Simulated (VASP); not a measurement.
Crystal: Ca.

```
Ca
1.0
     2.21059   -7.01245    0.00000
     2.21059    7.01245    0.00000
     0.00000    0.00000    5.85039
Ca
4
Direct
  0.09800 0.90200 0.91000
  0.59800 0.40200 0.59000
  0.90200 0.09800 0.09000
  0.40200 0.59800 0.41000
```

- Program: VASP 6.6.1
- Task: relaxation of cell and atoms
- Functional: PBE
- Potentials or basis: VASP PAW PBE potentials, release 64 (Ca_sv)
- Cutoff: 600 eV
- k mesh: 4 × 4 × 4
- Occupations: gaussian, width 0.1 eV
- Spin: no spin polarisation

At the start: pressure 2.7 GPa; volume 45.35 Å³/atom.

How do energy, volume and symmetry change on relaxing?

Over 16 steps the energy falls by 1079.5 meV/atom and the volume is 43.10 Å³/atom (-5.0 %); space group Fmmm (No. 69, to 0.05 Å).

Step by step:
```csv
step,energy change (eV),largest force (eV/Å),pressure (GPa),volume (Å³)
1,0.0000,2.4635,2.70,181.38
2,-1.3009,1.9131,0.90,202.13
3,-2.1973,1.1915,-1.07,231.85
4,-2.3324,0.9422,-1.64,246.19
5,-2.9659,0.8461,-1.81,224.87
6,-3.8018,0.0996,1.00,167.27
7,-3.8502,0.3679,-0.53,182.31
8,-3.8703,0.2430,-0.06,176.71
9,-4.1387,0.4211,1.42,159.39
10,-4.1506,0.3157,1.02,162.17
11,-4.2709,0.1065,-0.14,173.86
12,-4.2710,0.1101,-0.12,173.49
13,-4.3101,0.0367,-0.15,174.33
14,-4.3165,0.0199,-0.16,174.66
15,-4.3165,0.0212,-0.16,174.69
16,-4.3180,0.0304,0.04,172.39
```

Final structure:
```xyz
4
Lattice="1.9680 -6.7696 0.0000 1.9680 6.7696 0.0000 0.0000 0.0000 6.4698" Properties=species:S:1:pos:R:3 pbc="T T T"
Ca    1.9680    4.9683    6.4685
Ca    1.9680   -1.8013    3.2363
Ca    1.9680   -4.9683    0.0014
Ca    1.9680    1.8013    3.2335
```

Caveat: the k points lie up to 0.42 Å⁻¹ apart in the final cell.
